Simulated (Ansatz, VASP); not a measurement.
**One calculation of BaTiO3, two programs**

Contents of INCAR:

```
PREC     = Accurate       # precision mode
ENCUT    = 1340           # plane-wave cutoff, eV
EDIFF    = 1E-6           # SCF threshold, eV
ISMEAR   = 0              # smearing method
SIGMA    = 0.02           # smearing width, eV
LREAL    = F              # projectors in reciprocal space
LASPH    = T              # aspherical terms in the spheres
NELM     = 120            # most SCF steps
ALGO     = Normal         # electronic algorithm
ISIF     = 2              # what is computed and relaxed
LWAVE    = F              # write WAVECAR
LCHARG   = T              # write CHGCAR
GGA      = PS             # functional
LELF     = T              # ELF
LVHAR    = T            
NBANDS   = 28             # bands
GGA_COMPAT= F
```

KPOINTS

```
Automatic mesh
0
Gamma
  8 8 8
```

File POSCAR:

```
BaTiO3
1.0
    4.0095680257      0.0000000000      0.0000000000
    0.0000000000      3.9598279984      0.0000000000
    0.0000000000      0.0000000000      3.9598279984
Ba Ti O
1 1 3
Direct
    0.5000000000      0.5000000000      0.5000000000
    0.0000000000      0.0000000000      0.0000000000
    0.5000000000      0.0000000000      0.0000000000
    0.0000000000      0.5000000000      0.0000000000
    0.0000000000      0.0000000000      0.5000000000
```

Input for Ansatz:

```yaml
crystal:
  lattice:
    - [4.0095680257, 0.0, 0.0]
    - [0.0, 3.9598279984, 0.0]
    - [0.0, 0.0, 3.9598279984]
  atoms:
    - { symbol: Ba, position: [0.5, 0.5, 0.5] }
    - { symbol: Ti, position: [0.0, 0.0, 0.0] }
    - { symbol: O, position: [0.5, 0.0, 0.0] }
    - { symbol: O, position: [0.0, 0.5, 0.0] }
    - { symbol: O, position: [0.0, 0.0, 0.5] }
basis:
  ecutwfc: 420
kpoints:
  mp_grid: { grid: [8, 8, 8] }
  band_path: { path: [VBM, CBM], npoints: 2 }
hamiltonian:
  xc: pbesol
scf:
  occupations: { method: gaussian, width: 0.02 }
output:
  forces: true
  stress: true
  eigenvalues: true
checkpoint:
  read: start.run
  write: ck
  compress: false
  write_wavefunctions: false
  write_every: 100000
```

Alike in both runs: task single point; functional PBEsol; k mesh 8 × 8 × 8; occupations gaussian, width 0.02 eV; no spin polarisation.

|  | VASP | Ansatz |
| --- | --- | --- |
| version | VASP 6.6.1 | Ansatz 0.2.0 |
| potentials or method | VASP PAW PBE potentials, release 64 (Ba_sv, Ti_sv, O_h), cutoff 1340 eV | scalar-relativistic, plane waves, PAW |
| valence electrons in the cell | 40 | 40 |

|  | VASP | Ansatz | Ansatz less VASP |
| --- | --- | --- | --- |
| gap on the k mesh at the Fermi level (eV) | 1.71 | 1.78 | +0.065 |
| least direct gap on the mesh (eV) | 1.85 | 1.88 | +0.027 |
| pressure (GPa) | 1.0 | -0.8 | -1.81 |
| traceless stress, the component that is largest in VASP (GPa) | -1.73 | -1.67 | +0.063 |

VASP's potentials were made for PBE, not for PBEsol.

Spin-orbit coupling is off throughout.
